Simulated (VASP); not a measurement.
A run of VASP 6.6.1 is set up as follows.

Contents of INCAR:

```
  PREC = Accurate
  ENCUT = 600
  EDIFF = 1E-6
  ISMEAR = 0
  SIGMA = 0.1
  LREAL = F
  LASPH = T
  NELM = 100
  ALGO = Normal
  ISIF = 3
  LWAVE = F
  LCHARG = F
  GGA = PE
  IBRION = 2
  NSW = 100
  EDIFFG = -0.01
```

Contents of KPOINTS:

```
Automatic mesh
0
Gamma
  12 12 12
```

File POSCAR:

```
Au
1.0
    3.9770343302      0.0000000000      0.0000000000
    0.0000000000      3.9770343302      0.0000000000
    0.0000000000      0.0000000000      3.9770343302
Au
3
Direct
    0.5000000000      0.0000000000      0.0000000000
    0.0000000000      0.5000000000      0.0000000000
    0.0000000000      0.0000000000      0.5000000000
```

Potentials or basis: VASP PAW PBE potentials, release 64 (Au).

Launch:

```console
$ cat potpaw_PBE.64/Au/POTCAR > POTCAR
$ mpirun -np 1 vasp_std > vasp.out
```

(1) Predict the relaxed volume.

(2) Predict the space group after relaxing (to 0.05 Å).

Answers

(1) 21.02 Å³/atom.

(2) Pm-3m (No. 221).
